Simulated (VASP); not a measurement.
A run of VASP 6.6.1 is set up as follows.

Contents of INCAR:

```
ALGO = Normal
EDIFF = 1E-8
ENCUT = 520
GGA = PE
ISIF = 2
ISMEAR = -1
LASPH = T
LCHARG = F
LEFG = T
LREAL = F
LWAVE = F
NBANDS = 11
NELM = 100
PREC = Accurate
SIGMA = 0.02
```

The input KPOINTS:

```
k-points
0
Gamma
  9 9 9
```

Contents of POSCAR:

```
NaH
1.0
    0.0000000000      2.4561594113      2.4561594113
    2.4561594113      0.0000000000      2.4561594113
    2.4561594113      2.4561594113      0.0000000000
Na H
1 1
Direct
    0.0000000000      0.0000000000      0.0000000000
    0.5000000000      0.5000000000      0.5000000000
```

Potentials or basis: VASP PAW PBE potentials, release 64 (Na_pv, H).

Launch:

```bash
$ cat potpaw_PBE.64/Na_pv/POTCAR potpaw_PBE.64/H/POTCAR > POTCAR
$ mpirun -np 1 vasp_std > vasp.out
```

(1) What does it give for the band gap on the k mesh?

(2) Estimate the pressure.

Results:

(1) 3.97 eV, indirect (least direct gap 4.65 eV).

(2) -1.1 GPa.

Caveat: without QUAD_EFG the Cq values of the log hold for a quadrupole moment of 1 mb, not for the nuclei.
